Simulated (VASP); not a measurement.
A run of VASP 6.6.1:

File INCAR:

```
SYSTEM = MgS
PREC = Accurate
ENCUT = 520
EDIFF = 1E-6
ISMEAR = 0
SIGMA = 0.05
LREAL = .FALSE.
LASPH = .TRUE.
NELM = 80
ALGO = Normal
ISIF = 2
LWAVE = .FALSE.
LCHARG = .FALSE.
GGA = PE
NBANDS = 11
```

Contents of KPOINTS:

```
Automatic mesh
0
G
  8 8 8
  0 0 0
```

POSCAR

```
MgS
1.0
    0.0000000000      2.3089643750      2.6016500000
    2.8943356250      0.0000000000      2.6016500000
    2.8943356250      2.3089643750      0.0000000000
Mg S
1 1
Direct
    0.0000000000      0.0000000000      0.0000000000
    0.5000000000      0.5000000000      0.5000000000
```

Potentials or basis: VASP PAW PBE potentials, release 64 (Mg, S).

Launch:

```console
$ cat potpaw_PBE.64/Mg/POTCAR potpaw_PBE.64/S/POTCAR > POTCAR
$ mpirun -np 1 vasp_std > vasp.out
```

Hardware: 1 thread of Intel(R) Xeon(R) Platinum 8259CL CPU @ 2.50GHz (Skylake/Cascade Lake), with other jobs on the host.

**Question.** Estimate the wall time of this run.

**Answer.** Run time: 38 s on 1 thread of Intel(R) Xeon(R) Platinum 8259CL CPU @ 2.50GHz (Skylake/Cascade Lake) (shared host), peak memory 0.18 GiB. Counts: scf iterations 12, k points 95.
